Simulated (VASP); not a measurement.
Wanted: the native input for a VASP 6.6.1 run.

```yaml
Task: single point
Functional: LDA
Potentials_or_basis: VASP PAW LDA potentials, release 64 (W_sv, C)
Cutoff: 520 eV
k_mesh: 2 × 2 × 2
Occupations: fermi-dirac, width 0.3 eV
Spin: no spin polarisation
Dipole_correction: no
Further_INCAR_settings: LREAL = Auto; ALGO = Normal; EDIFF = 1e-06; NBANDS = 86
```

The structure of WC lies in POSCAR:

```
WC
1.0
   -2.9952430000     -5.1879140000      0.0000000000
    4.4928650000     -2.5939570000      0.0000000000
    0.0000000000      0.0000000000      5.8606050000
W C
8 8
Direct
    0.7912728935      0.4434708355      0.0041463296
    0.7717041446      0.4563550067      0.5129504548
    0.5154499781     -0.0126872410     -0.0361225505
    0.5061077093     -0.0051825342      0.4930719610
    0.2882213792      0.5017940821     -0.0170972110
    0.2911104039      0.5000253512      0.5017400081
    0.0338032420     -0.0422783849      0.0027130305
    0.0292462590     -0.0079905244      0.4855812668
    0.5259669672      0.6003293838      0.1977099634
    0.5685453267      0.6503715135      0.7560652868
    0.2809775060      0.1401769045      0.1942290941
    0.2690703265      0.1518476544      0.7622079973
    0.0736511427      0.6524796693      0.2466298275
    0.0592353946      0.6456513608      0.7069918549
    0.7837540145      0.1429675109      0.2340372709
    0.8046191761      0.1418315384      0.7660642545
```

The input as run:

INCAR

```
SYSTEM = WC
PREC = Accurate
ENCUT = 520
EDIFF = 1E-6
ISMEAR = -1
SIGMA = 0.3
LREAL = Auto
LASPH = .TRUE.
NELM = 80
ALGO = Normal
ISIF = 2
LWAVE = .FALSE.
LCHARG = .FALSE.
NBANDS = 86
```

KPOINTS

```
Automatic mesh
0
G
  2 2 2
  0 0 0
```

Potentials or basis: VASP PAW LDA potentials, release 64 (W_sv, C).

Run with:

```bash
$ cat potpaw_LDA.64/W_sv/POTCAR potpaw_LDA.64/C/POTCAR > POTCAR
$ mpirun -np 1 vasp_std > vasp.out
```

It gave:

- Pressure: -23.3 GPa
- Largest force: 4.484 eV/Å
- Band gap on the k mesh: 0.14 eV

Caveat: the k points lie up to 0.61 Å⁻¹ apart; the atoms stand as in a frame of molecular dynamics; so wide a smearing shifts energies and pressures; spin-orbit coupling is left out, which moves the levels of the heavy elements; forces of over 1 eV/Å act on the atoms, so gaps and moduli don't describe the material at rest.

It took 7.1 min on 1 thread of Intel Xeon 8259CL (shared host), peak memory 0.29 GiB.
